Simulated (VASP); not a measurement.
GeCN2:

```xyz
4
Lattice="1.7572 1.0145 4.8215 -1.7572 1.0145 4.8215 0.0000 -2.0290 4.8215" Properties=species:S:1:pos:R:3 pbc="T T T"
Ge    0.0000    0.0000    0.0000
N     0.0000    0.0000    8.4459
N     0.0000    0.0000    6.0186
C     0.0000    0.0000    7.2322
```

Base run:

- Program: VASP 6.6.1
- Functional: PBE
- Potentials or basis: VASP PAW PBE potentials, release 64 (Ge_d, N, C)
- Cutoff: 520 eV
- k mesh: 9 × 9 × 9
- Occupations: fermi-dirac, width 0.05 eV
- Spin: no spin polarisation

Its results: band gap on the k mesh 0.97 eV, indirect (least direct gap 1.70 eV); pressure 9.3 GPa; largest force 1.987 eV/Å.

Q: The run is repeated on the same cell with these changes: functional from PBE to r2SCAN. What comes out?

A: Band gap on the k mesh 1.05 eV, indirect (least direct gap 1.85 eV); pressure 6.1 GPa; largest force 1.642 eV/Å.

Caveats: forces of over 1 eV/Å act on the atoms, so gaps and moduli don't describe the material at rest (some runs); the PAW data sets were made with another functional, which shifts forces and pressure a little (some runs).

A k mesh can miss the band edges.
